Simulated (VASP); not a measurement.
# MgO (F-43m) in VASP: notebook

The runs below take MgO through single point, relaxation of cell and atoms, with HF, PBE, RPBE+D3(BJ), PBEsol.

Program: VASP 6.6.1. These are calculated values, not measurements. Logs are shortened: lines on timing, memory, paths and dates and some standing lists are left out, and cuts for length are marked.

## (1) The cell of the first run

It takes space group F-43m (No. 216, cubic). The conventional cell has a = 4.547 Å, b = 4.547 Å, c = 4.547 Å, α = 90.00°, β = 90.00°, γ = 90.00°. Mg (site symmetry -43m) has 4 O at 1.97 Å within 2.6 Å. Within 2.6 Å of O (site symmetry -43m) lie 4 Mg at 1.97 Å.

## (2) Single point, HF

File POSCAR:

```
MgO
1.0
    0.0000000000      2.2734326834      2.2734326834
    2.2734326834      0.0000000000      2.2734326834
    2.2734326834      2.2734326834      0.0000000000
Mg O
1 1
Direct
    0.5000000000      0.5000000000      0.5000000000
    0.7500000000      0.7500000000      0.7500000000
```

File INCAR.step1:

```
PREC     = Accurate       # precision mode
ENCUT    = 520            # plane-wave cutoff, eV
EDIFF    = 1E-5           # SCF threshold, eV
ISMEAR   = -1             # smearing method
SIGMA    = 0.05           # smearing width, eV
LREAL    = False          # projectors in reciprocal space
LASPH    = True           # aspherical terms in the spheres
NELM     = 100            # most SCF steps
ALGO     = Normal         # electronic algorithm
ISIF     = 2              # what is computed and relaxed
LWAVE    = True           # write WAVECAR
GGA      = PE             # functional
NBANDS   = 11             # bands
```

File INCAR.step2:

```
PREC     = Accurate       # precision mode
ENCUT    = 520            # plane-wave cutoff, eV
EDIFF    = 1E-6           # SCF threshold, eV
ISMEAR   = -1             # smearing method
SIGMA    = 0.05           # smearing width, eV
LREAL    = False          # projectors in reciprocal space
LASPH    = True           # aspherical terms in the spheres
NELM     = 100            # most SCF steps
ALGO     = Normal         # electronic algorithm
ISIF     = 2              # what is computed and relaxed
LWAVE    = False          # write WAVECAR
LCHARG   = True           # write CHGCAR
GGA      = PE             # functional
LHFCALC  = True           # exact exchange
AEXX     = 1.0            # exact-exchange fraction
ALDAC    = 0.0          
AGGAC    = 0.0          
PRECFOCK = Normal       
LELF     = True           # ELF
LVHAR    = True         
ISTART   = 1            
NBANDS   = 11             # bands
```

File KPOINTS:

```
Automatic mesh
0
Gamma
  5 5 5
```

Potentials or basis: VASP PAW PBE potentials, release 64 (Mg, O).

Run with:

```
$ cat potpaw_PBE.64/Mg/POTCAR potpaw_PBE.64/O/POTCAR > POTCAR
$ cp INCAR.step1 INCAR
$ mpirun -np 1 vasp_std > vasp.out
$ cp INCAR.step2 INCAR
$ mpirun -np 1 vasp_std > vasp.out
```

OUTCAR:

```text
PREC = Accurate
   ENCUT = 520
   EDIFF = 1E-6
   ISMEAR = -1
   LREAL = False
   LASPH = True
   NELM = 100
   ISIF = 2
   GGA = PE
   LHFCALC = True
   AEXX = 1.0
   PRECFOCK = Normal
   ISTART = 1

 ion  position               nearest neighbor table
   1  0.500  0.500  0.500-   2 1.97   2 1.97   2 1.97   2 1.97
   2  0.750  0.750  0.750-   1 1.97   1 1.97   1 1.97   1 1.97

  LATTYP: Found a face centered cubic cell.
 ALAT       =     4.5468653668

  Lattice vectors:

 A1 = (   0.0000000000,   2.2734326834,   2.2734326834)
 A2 = (   2.2734326834,   0.0000000000,   2.2734326834)
 A3 = (   2.2734326834,   2.2734326834,   0.0000000000)

Analysis of symmetry for initial positions (statically):
=====================================================================
 Subroutine PRICEL returns:
 Original cell was already a primitive cell.

 Routine SETGRP: Setting up the symmetry group for a
 face centered cubic supercell.

 Subroutine GETGRP returns: Found 24 space group operations
 (whereof 24 operations were pure point group operations)
 out of a pool of 48 trial point group operations.

The static configuration has the point symmetry T_d .

Analysis of symmetry for dynamics (positions and initial velocities):
=====================================================================
 Subroutine PRICEL returns:
 Original cell was already a primitive cell.

 Routine SETGRP: Setting up the symmetry group for a
 face centered cubic supercell.

 Subroutine GETGRP returns: Found 24 space group operations
 (whereof 24 operations were pure point group operations)
 out of a pool of 48 trial point group operations.

The dynamic configuration has the point symmetry T_d .

 Subroutine INISYM returns: Found 24 space group operations
 (whereof 24 operations are pure point group operations),
 and found     1 'primitive' translations

----------------------------------------------------------------------------------------

                                     Primitive cell

  volume of cell :      23.5005

  direct lattice vectors                    reciprocal lattice vectors
     0.000000000  2.273432683  2.273432683    -0.219931737  0.219931737  0.219931737
     2.273432683  0.000000000  2.273432683     0.219931737 -0.219931737  0.219931737
     2.273432683  2.273432683  0.000000000     0.219931737  0.219931737 -0.219931737

  length of vectors
     3.215119334  3.215119334  3.215119334     0.380932943  0.380932943  0.380932943

  position of ions in fractional coordinates (direct lattice)
     0.500000000  0.500000000  0.500000000
     0.750000000  0.750000000  0.750000000

  ion indices of the primitive-cell ions
   primitive index   ion index
                 1           1
                 2           2

----------------------------------------------------------------------------------------

 KPOINTS: Automatic mesh

Automatic generation of k-mesh.
 Grid dimensions read from file:
 generate k-points for:    5    5    5

 Generating k-lattice:

  Cartesian coordinates                     Fractional coordinates (reciprocal lattice)
    -0.043986347  0.043986347  0.043986347     0.200000000  0.000000000  0.000000000
     0.043986347 -0.043986347  0.043986347     0.000000000  0.200000000  0.000000000
     0.043986347  0.043986347 -0.043986347     0.000000000  0.000000000  0.200000000

  Length of vectors
     0.076186589  0.076186589  0.076186589

  Shift w.r.t. Gamma in fractional coordinates (k-lattice)
     0.000000000  0.000000000  0.000000000

 Subroutine IBZKPT returns following result:
 ===========================================

 Found     10 irreducible k-points:

 Following reciprocal coordinates:
            Coordinates               Weight
  0.000000  0.000000  0.000000      1.000000
  0.200000  0.000000  0.000000      8.000000
  0.400000  0.000000  0.000000      8.000000
  0.200000  0.200000  0.000000      6.000000
  0.400000  0.200000  0.000000     24.000000
 -0.400000  0.200000  0.000000     24.000000
 -0.200000  0.200000  0.000000     12.000000
[... 50 lines left out ...]
      6      20.0631      0.00000
      7      22.0228      0.00000
      8      23.5174      0.00000
      9      23.5174      0.00000
     10      28.7184      0.00000
     11      30.4174      0.00000

 k-point     5 :       0.4000    0.2000    0.0000
  band No.  band energies     occupation
      1     -25.6183      2.00000
      2      -7.4482      2.00000
      3      -5.4652      2.00000
      4      -5.2675      2.00000
      5      13.2148      0.00000
      6      17.8293      0.00000
      7      20.7373      0.00000
      8      22.7274      0.00000
      9      24.8563      0.00000
     10      30.1263      0.00000
     11      30.2315      0.00000

 k-point     6 :      -0.4000    0.2000    0.0000
  band No.  band energies     occupation
      1     -25.4572      2.00000
      2      -7.8525      2.00000
      3      -5.9391      2.00000
      4      -5.1361      2.00000
      5      14.7737      0.00000
      6      16.4112      0.00000
      7      20.5332      0.00000
      8      21.8260      0.00000
      9      27.2107      0.00000
     10      28.7763      0.00000
     11      30.4195      0.00000

 k-point     7 :      -0.2000    0.2000    0.0000
  band No.  band energies     occupation
      1     -25.7668      2.00000
      2      -7.1040      2.00000
      3      -5.5956      2.00000
      4      -4.8471      2.00000
      5      13.0042      0.00000
      6      18.7206      0.00000
      7      20.6386      0.00000
      8      22.1338      0.00000
      9      25.6090      0.00000
     10      28.2853      0.00000
     11      29.9752      0.00000

 k-point     8 :       0.4000    0.4000    0.0000
  band No.  band energies     occupation
      1     -25.4180      2.00000
      2      -7.6355      2.00000
      3      -5.6149      2.00000
      4      -5.6149      2.00000
      5      12.0389      0.00000
      6      17.9205      0.00000
      7      21.2797      0.00000
      8      24.0733      0.00000
      9      24.0733      0.00000
     10      30.7060      0.00000
     11      32.3453      0.00000

 k-point     9 :      -0.4000    0.4000    0.0000
  band No.  band energies     occupation
      1     -25.3174      2.00000
      2      -7.4798      2.00000
      3      -6.4098      2.00000
      4      -5.5399      2.00000
      5      12.6906      0.00000
      6      17.8421      0.00000
      7      21.2682      0.00000
      8      23.3828      0.00000
      9      24.1555      0.00000
     10      31.4153      0.00000
     11      32.1274      0.00000

 k-point    10 :      -0.4000    0.4000    0.2000
  band No.  band energies     occupation
      1     -25.3726      2.00000
      2      -7.3348      2.00000
      3      -6.3728      2.00000
      4      -5.6160      2.00000
      5      13.5655      0.00000
      6      17.7802      0.00000
      7      20.3578      0.00000
      8      22.1362      0.00000
      9      26.4888      0.00000
     10      28.8194      0.00000
     11      33.0395      0.00000

------------------------ aborting loop because EDIFF is reached ----------------------------------------

  FORCE on cell =-STRESS in cart. coord.  units (eV):
  Direction    XX          YY          ZZ          XY          YZ          ZX
  --------------------------------------------------------------------------------------
  -------------------------------------------------------------------------------------
  Total        0.1072334      0.1072334      0.1072334      0.0000000      0.0000000     -0.0000000
  in kB        7.3107880      7.3107880      7.3107880      0.0000000      0.0000000     -0.0000000
  external PRESSURE =       7.3107880 kB  Pullay stress =       0.0000000 kB

 VOLUME and BASIS-vectors are now :
 -----------------------------------------------------------------------------
  energy-cutoff  :      520.00
  volume of cell :       23.50
      direct lattice vectors                 reciprocal lattice vectors
     0.000000000  2.273432683  2.273432683    -0.219931737  0.219931737  0.219931737
     2.273432683  0.000000000  2.273432683     0.219931737 -0.219931737  0.219931737
     2.273432683  2.273432683  0.000000000     0.219931737  0.219931737 -0.219931737

 POSITION                                       TOTAL-FORCE (eV/Angst)
 -----------------------------------------------------------------------------------
      2.27343      2.27343      2.27343         0.000000      0.000000      0.000000
      3.41015      3.41015      3.41015        -0.000000     -0.000000     -0.000000
 -----------------------------------------------------------------------------------
    total drift:                                0.000000      0.000000      0.000000

  FREE ENERGIE OF THE ION-ELECTRON SYSTEM (eV)
  ---------------------------------------------------
  free  energy   TOTEN  =       -21.5423745623 eV

  energy  without entropy=      -21.5423745622  energy(sigma->0) =      -21.54237456
```

Wall time 4.4 min (1 thread of AMD EPYC 7R43 (Zen 3), shared host); peak memory 0.11 GiB.

Results:

* Free energy: -21.5424 eV
* Pressure: 0.7 GPa
* Band gap on the k mesh: 13.84 eV, direct

Caveat: the k points lie up to 0.48 Å⁻¹ apart; the PAW data sets were made with another functional, which shifts forces and pressure a little.

## (3) Relaxation of cell and atoms, HF

This run uses another cell than the first one, of 12.27 Å³/atom, 1.044 times its volume.

File POSCAR:

```
MgO
1.0
    0.0000000000      2.3061600000      2.3061600000
    2.3061600000      0.0000000000      2.3061600000
    2.3061600000      2.3061600000      0.0000000000
Mg O
1 1
Direct
    0.5000000000      0.5000000000      0.5000000000
    0.7500000000      0.7500000000      0.7500000000
```

File INCAR.step1:

```
SYSTEM = MgO
PREC     = Accurate       ! precision mode
ENCUT    = 600            ! plane-wave cutoff, eV
EDIFF    = 1E-5           ! SCF threshold, eV
ISMEAR   = -1             ! smearing method
SIGMA    = 0.05           ! smearing width, eV
LREAL    = .FALSE.        ! projectors in reciprocal space
LASPH    = .TRUE.         ! aspherical terms in the spheres
NELM     = 80             ! most SCF steps
ALGO     = Normal         ! electronic algorithm
LWAVE    = .TRUE.         ! write WAVECAR
LCHARG   = .FALSE.        ! write CHGCAR
GGA      = PE             ! functional
NBANDS   = 11             ! bands
```

File INCAR.step2:

```
SYSTEM = MgO
PREC     = Accurate       ! precision mode
ENCUT    = 600            ! plane-wave cutoff, eV
EDIFF    = 1E-6           ! SCF threshold, eV
ISMEAR   = -1             ! smearing method
SIGMA    = 0.05           ! smearing width, eV
LREAL    = .FALSE.        ! projectors in reciprocal space
LASPH    = .TRUE.         ! aspherical terms in the spheres
NELM     = 80             ! most SCF steps
ALGO     = Normal         ! electronic algorithm
ISIF     = 3              ! what is computed and relaxed
LWAVE    = .FALSE.        ! write WAVECAR
LCHARG   = .FALSE.        ! write CHGCAR
GGA      = PE             ! functional
LHFCALC  = .TRUE.         ! exact exchange
AEXX     = 1.0            ! exact-exchange fraction
ALDAC    = 0.0          
AGGAC    = 0.0          
PRECFOCK = Normal       
IBRION   = 2              ! ionic algorithm
NSW      = 60             ! ionic steps
EDIFFG   = -0.01          ! ionic threshold
ISTART   = 1
```

File KPOINTS:

```
regular mesh
0
G
  5 5 5
  0 0 0
```

Potentials or basis: VASP PAW PBE potentials, release 64 (Mg, O).

Run with:

```
$ cat potpaw_PBE.64/Mg/POTCAR potpaw_PBE.64/O/POTCAR > POTCAR
$ cp INCAR.step1 INCAR
$ mpirun -np 1 vasp_std > vasp.out
$ cp INCAR.step2 INCAR
$ mpirun -np 1 vasp_std > vasp.out
```

Run time: 13 min. Hardware: 1 thread of AMD EPYC 7R43 (Zen 3), shared host; peak memory 0.14 GiB.

The run converged. Its results:

* Free energy: -21.5499 eV
* Relaxed volume: 11.79 Å³/atom
* Relaxed cell: a = 3.219 Å, b = 3.219 Å, c = 3.219 Å, α = 60.00°, β = 60.00°, γ = 60.00°
* Space group after relaxing (to 0.05 Å): F-43m (No. 216)
* Energy gained by relaxing: 7.8 meV/atom
* Ionic steps: 3
* Pressure after relaxing: -0.1 GPa
* Band gap on the k mesh: 13.82 eV, direct

Step by step:
| step | energy change (eV) | largest force (eV/Å) | pressure (GPa) | volume (Å³) |
| --- | --- | --- | --- | --- |
| 1 | 0.0000 | 0.0000 | -5.13 | 24.53 |
| 2 | -0.0122 | 0.0000 | 2.53 | 23.16 |
| 3 | -0.0155 | 0.0000 | -0.09 | 23.58 |

Final structure:
```yaml
crystal:
  lattice:
    - [0.00000, 2.27609, 2.27609]
    - [2.27609, 0.00000, 2.27609]
    - [2.27609, 2.27609, 0.00000]
  atoms:
    - { symbol: Mg, position: [0.50000, 0.50000, 0.50000] }
    - { symbol: O, position: [0.75000, 0.75000, 0.75000] }
```

Levels at points of the mesh, in eV from the valence-band top:
```
           k point  band 2  band 3  band 4  band 5  band 6  band 7
(0.00, 0.00, 0.00)    0.00    0.00    0.00   13.82   28.28   28.28
```

Caveat: the k points lie up to 0.48 Å⁻¹ apart in the final cell; the PAW data sets were made with another functional, which shifts forces and pressure a little.

## (4) Single point, PBE

This run uses another cell than the first one, of 12.27 Å³/atom, 1.044 times its volume.

File INCAR:

```
ALGO = Normal ; EDIFF = 1E-6
ENCUT = 520 ; GGA = PE
ISIF = 2 ; ISMEAR = -1
LASPH = True ; LCHARG = False
LREAL = False ; LWAVE = False
NBANDS = 11 ; NELM = 100
PREC = Accurate ; SIGMA = 0.05
```

File KPOINTS:

```
k-points
0
Gamma
  7 7 7
```

POSCAR is that of step 3.

Run with:

```
$ cat potpaw_PBE.64/Mg/POTCAR potpaw_PBE.64/O/POTCAR > POTCAR
$ mpirun -np 1 vasp_std > vasp.out
```

Wall time 9.3 s (1 thread of Intel Xeon 8259CL, shared host); peak memory 0.14 GiB.

It converged, with:

```yaml
Free_energy: -11.7011 eV
Pressure: -0.4 GPa
Band_gap_on_the_k_mesh: 3.46 eV, direct
```

Levels at points of the mesh, in eV from the valence-band top:
| k point | band 1 | band 2 | band 3 | band 4 | band 5 | band 6 | band 7 | band 8 | band 9 |
| --- | --- | --- | --- | --- | --- | --- | --- | --- | --- |
| (0.00, 0.00, 0.00) | -15.81 | 0.00 | 0.00 | 0.00 | 3.46 | 16.47 | 16.47 | 16.47 | 20.02 |

## (5) Single point, RPBE+D3(BJ)

This run uses another cell than the first one, of 11.01 Å³/atom, 0.937 times its volume.

File INCAR:

```
SYSTEM = MgO
PREC = Accurate
ENCUT = 520
EDIFF = 1E-6
ISMEAR = -1
SIGMA = 0.05
LREAL = .False.
LASPH = .True.
NELM = 80
ALGO = Normal
ISIF = 2
LWAVE = .False.
LCHARG = .False.
GGA = RP
IVDW = 12
NBANDS = 11
```

File KPOINTS:

```
regular mesh
0
Gamma
  10 10 10
  0 0 0
```

File POSCAR:

```
MgO
1.0
    0.0000000000      2.2248755839      2.2248755839
    2.2248755839      0.0000000000      2.2248755839
    2.2248755839      2.2248755839      0.0000000000
Mg O
1 1
Direct
    0.5000000000      0.5000000000      0.5000000000
    0.7500000000      0.7500000000      0.7500000000
```

Run with:

```
$ cat potpaw_PBE.64/Mg/POTCAR potpaw_PBE.64/O/POTCAR > POTCAR
$ mpirun -np 1 vasp_std > vasp.out
```

Run time: 14 s. Hardware: 1 thread of Intel Xeon 8259CL, shared host; peak memory 0.15 GiB.

The run converged. Its results:

```
Free energy                : -12.9848 eV
Pressure                   : -0.6 GPa
Band gap on the k mesh     : 4.21 eV, direct
Dispersion energy per atom : -1.026 eV
```

Levels at points of the mesh, in eV from the valence-band top:
```tsv
k point	band 1	band 2	band 3	band 4	band 5	band 6	band 7	band 8	band 9
(0.00, 0.00, 0.00)	-16.21	0.00	0.00	0.00	4.21	17.83	17.83	17.83	21.19
(0.50, 0.00, 0.00)	-15.44	-3.20	-0.18	-0.18	9.48	10.42	15.36	15.36	20.91
(0.50, 0.50, 0.00)	-15.22	-2.65	-0.76	-0.76	6.58	12.11	15.46	17.80	17.80
```

Caveat: the PAW data sets were made with another functional, which shifts forces and pressure a little. RPBE gaps usually lie below the measured ones, often by a third to a half.

## (6) Single point, PBEsol

This run uses another cell than the first one, of 11.53 Å³/atom, 0.981 times its volume.

File INCAR:

```
PREC     = Accurate       # precision mode
ENCUT    = 520            # plane-wave cutoff, eV
EDIFF    = 1E-7           # SCF threshold, eV
ISMEAR   = -1             # smearing method
SIGMA    = 0.05           # smearing width, eV
LREAL    = F              # projectors in reciprocal space
LASPH    = T              # aspherical terms in the spheres
NELM     = 100            # most SCF steps
ALGO     = Normal         # electronic algorithm
ISIF     = 2              # what is computed and relaxed
LWAVE    = F              # write WAVECAR
LCHARG   = F              # write CHGCAR
GGA      = PS             # functional
NBANDS   = 11             # bands
```

File KPOINTS:

```
Automatic mesh
0
Gamma
  10 10 10
```

File POSCAR:

```
MgO
1.0
    0.0000000000      2.2590823005      2.2590823005
    2.2590823005      0.0000000000      2.2590823005
    2.2590823005      2.2590823005      0.0000000000
Mg O
1 1
Direct
    0.5000000000      0.5000000000      0.5000000000
    0.7500000000      0.7500000000      0.7500000000
```

Potentials or basis: VASP PAW PBE potentials, release 64 (Mg, O).

Run with:

```
$ cat potpaw_PBE.64/Mg/POTCAR potpaw_PBE.64/O/POTCAR > POTCAR
$ mpirun -np 1 vasp_std > vasp.out
```

It took 16 s on 1 thread of Intel Xeon 8259CL, shared host; peak memory 0.14 GiB.

The run converged. Its results:

```yaml
Free_energy: -12.1924 eV
Pressure: 4.6 GPa
Band_gap_on_the_k_mesh: 3.70 eV, direct
```

Levels at points of the mesh, in eV from the valence-band top:
```
           k point  band 1  band 2  band 3  band 4  band 5  band 6  band 7  band 8  band 9
(0.00, 0.00, 0.00)  -15.91    0.00    0.00    0.00    3.70   17.04   17.04   17.04   20.50
(0.50, 0.00, 0.00)  -15.18   -3.17   -0.19   -0.19    8.88    9.81   14.72   14.72   19.93
(0.50, 0.50, 0.00)  -14.96   -2.62   -0.76   -0.76    6.17   11.54   14.51   16.92   16.92
```

Caveat: the PAW data sets were made with another functional, which shifts forces and pressure a little.

## (7) Overview

```csv
task,level,cell,k mesh,cutoff (eV),grid for exact exchange (PRECFOCK),gap on the mesh (eV),pressure (GPa)
single point,HF,"a = 3.215 Å, angles 60.0°, 2 atoms",5 × 5 × 5,520,Normal,13.84,0.7
relaxation of cell and atoms,HF,"relaxed from a = 3.261 Å, angles 60.0°, 2 atoms",5 × 5 × 5,600,Normal,13.82,-0.1
single point,PBE,"a = 3.261 Å, angles 60.0°, 2 atoms",7 × 7 × 7,520,-,3.46,-0.4
single point,RPBE+D3(BJ),"a = 3.146 Å, angles 60.0°, 2 atoms",10 × 10 × 10,520,-,4.21,-0.6
single point,PBEsol,"a = 3.195 Å, angles 60.0°, 2 atoms",10 × 10 × 10,520,-,3.70,4.6
```

Alike in all rows: potentials or basis VASP PAW PBE potentials, release 64 (Mg, O); no spin polarisation; smearing fermi-dirac 0.05 eV.

Caveats: some runs use coarse meshes; the PAW data sets were made with another functional, which shifts forces and pressure a little (some runs).

Total energies depend on the potentials used, so only differences within one code and one set of settings carry meaning.
